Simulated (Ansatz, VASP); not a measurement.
**Sn3PbSe4 in VASP and in Ansatz**

The input INCAR:

```
SYSTEM = Sn3PbSe4
PREC = Accurate
ENCUT = 520
EDIFF = 1E-6
ISMEAR = 0
SIGMA = 0.2
LREAL = .FALSE.
LASPH = .TRUE.
NELM = 60
ALGO = Normal
ISIF = 2
LWAVE = .FALSE.
LCHARG = .TRUE.
GGA = PE
LELF = .TRUE.
LVHAR = .TRUE.
NBANDS = 50
```

Contents of KPOINTS:

```
Automatic mesh
0
G
  6 6 2
  0 0 0
```

The input POSCAR:

```
Sn3PbSe4
1.0
    4.3149047000      0.0000000000      0.0000000000
    0.0000000000      4.3149047000      0.0000000000
    0.0000000000      0.0000000000     12.2076472000
Sn Pb Se
3 1 4
Direct
    0.0000000000      0.0000000000      0.7486450000
    0.0000000000      0.0000000000      0.2513550000
    0.5000000000      0.5000000000      0.5000000000
    0.5000000000      0.5000000000      0.0000000000
    0.0000000000      0.0000000000      0.0000000000
    0.5000000000      0.5000000000      0.2538570000
    0.0000000000      0.0000000000      0.5000000000
    0.5000000000      0.5000000000      0.7461430000
```

Input for Ansatz:

```yaml
crystal:
  lattice:
    - [4.3149047, 0.0, 0.0]
    - [0.0, 4.3149047, 0.0]
    - [0.0, 0.0, 12.2076472]
  atoms:
    - { symbol: Sn, position: [0.0, 0.0, 0.748645] }
    - { symbol: Sn, position: [0.0, 0.0, 0.251355] }
    - { symbol: Sn, position: [0.5, 0.5, 0.5] }
    - { symbol: Pb, position: [0.5, 0.5, 0.0] }
    - { symbol: Se, position: [0.0, 0.0, 0.0] }
    - { symbol: Se, position: [0.5, 0.5, 0.253857] }
    - { symbol: Se, position: [0.0, 0.0, 0.5] }
    - { symbol: Se, position: [0.5, 0.5, 0.746143] }
basis:
  ecutwfc: 420
kpoints:
  mp_grid: { grid: [6, 6, 2] }
hamiltonian:
  xc: pbe
scf:
  occupations: { method: gaussian, width: 0.2 }
  lower_state_search: "off"
output:
  forces: true
  stress: true
  eigenvalues: true
```

Alike in both runs: task single point; functional PBE; k mesh 6 × 6 × 2; occupations gaussian, width 0.2 eV; no spin polarisation.

|  | VASP | Ansatz |
| --- | --- | --- |
| version | VASP 6.6.1 | Ansatz 0.2.0 |
| potentials or method | VASP PAW PBE potentials, release 64 (Sn_d, Pb_d, Se), cutoff 520 eV | scalar-relativistic, plane waves, PAW |
| valence electrons in the cell | 80 | 120 |

VASP gave:

* gap on the k mesh at the Fermi level (eV): 0.12
* least direct gap on the mesh (eV): 0.12
* pressure (GPa): -0.2
* traceless stress, the component that is largest in VASP (GPa): 0.34

**Question.** Which values does Ansatz return?

**Answer.** gap on the k mesh at the Fermi level (eV): 0.12; least direct gap on the mesh (eV): 0.12; pressure (GPa): -0.1; traceless stress, the component that is largest in VASP (GPa): 0.34.

VASP's potentials hold 80 valence electrons a cell and Ansatz's 120, so a difference there can come from the potentials and not from the codes.

Neither program's run includes spin-orbit coupling.
